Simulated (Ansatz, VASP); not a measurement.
**SiMo3 in VASP and in Ansatz**

Contents of INCAR:

```
  PREC = Accurate
  ENCUT = 520
  EDIFF = 1E-6
  ISMEAR = 0
  SIGMA = 0.15
  LREAL = F
  LASPH = T
  NELM = 60
  ALGO = Fast
  ISIF = 2
  LWAVE = F
  LCHARG = F
  GGA = PS
  NBANDS = 56
```

File KPOINTS:

```
Automatic mesh
0
Gamma
  8 8 8
```

File POSCAR:

```
SiMo3
1.0
    4.8615851677      0.0000000000      0.0000000000
    0.0000000000      4.8615851677      0.0000000000
    0.0000000000      0.0000000000      4.8615851677
Si Mo
2 6
Direct
    0.0000000000      0.0023591309      0.0000000000
    0.5000000000      0.5023591309      0.5000000000
    0.2500000000      0.0035115026      0.5000000000
    0.5000000000      0.7422864665      0.0000000000
    0.7500000000      0.0035115026      0.5000000000
    0.5000000000      0.2422864665      0.0000000000
    0.0000000000      0.5035115026      0.7500000000
    0.0000000000      0.5035115026      0.2500000000
```

Input for Ansatz:

```yaml
crystal:
  lattice:
    - [4.8615851677, 0.0, 0.0]
    - [0.0, 4.8615851677, 0.0]
    - [0.0, 0.0, 4.8615851677]
  atoms:
    - { symbol: Si, position: [0.0, 0.0023591309, 0.0] }
    - { symbol: Si, position: [0.5, 0.5023591309, 0.5] }
    - { symbol: Mo, position: [0.25, 0.0035115026, 0.5] }
    - { symbol: Mo, position: [0.5, 0.7422864665, 0.0] }
    - { symbol: Mo, position: [0.75, 0.0035115026, 0.5] }
    - { symbol: Mo, position: [0.5, 0.2422864665, 0.0] }
    - { symbol: Mo, position: [0.0, 0.5035115026, 0.75] }
    - { symbol: Mo, position: [0.0, 0.5035115026, 0.25] }
basis:
  ecutwfc: 420
kpoints:
  mp_grid: { grid: [8, 8, 8] }
hamiltonian:
  xc: pbesol
scf:
  occupations: { method: gaussian, width: 0.15 }
output:
  forces: true
  stress: true
  eigenvalues: true
```

Change from the starting cell: mode 4 (147.8 1/cm) frozen in, largest displacement +0.037 Å.

Alike in both runs: task single point; functional PBEsol; k mesh 8 × 8 × 8; occupations gaussian, width 0.15 eV; no spin polarisation.

|  | VASP | Ansatz |
| --- | --- | --- |
| version | VASP 6.6.1 | Ansatz 0.2.0 |
| potentials or method | VASP PAW PBE potentials, release 64 (Si, Mo_sv), cutoff 520 eV | scalar-relativistic, plane waves, PAW |
| valence electrons in the cell | 92 | 92 |

```csv
,VASP,Ansatz,Ansatz less VASP
gap on the k mesh at the Fermi level (eV),none,none,-
pressure (GPa),0.7,0.1,-0.61
rms of the force components (eV/Å),0.100,0.099,-0.0003
```

VASP's potentials were made for PBE, not for PBEsol. Atom by atom the forces differ by 0.000 eV/Å (rms over components). A gap of «none» marks a metal or a gap that the smearing closes.
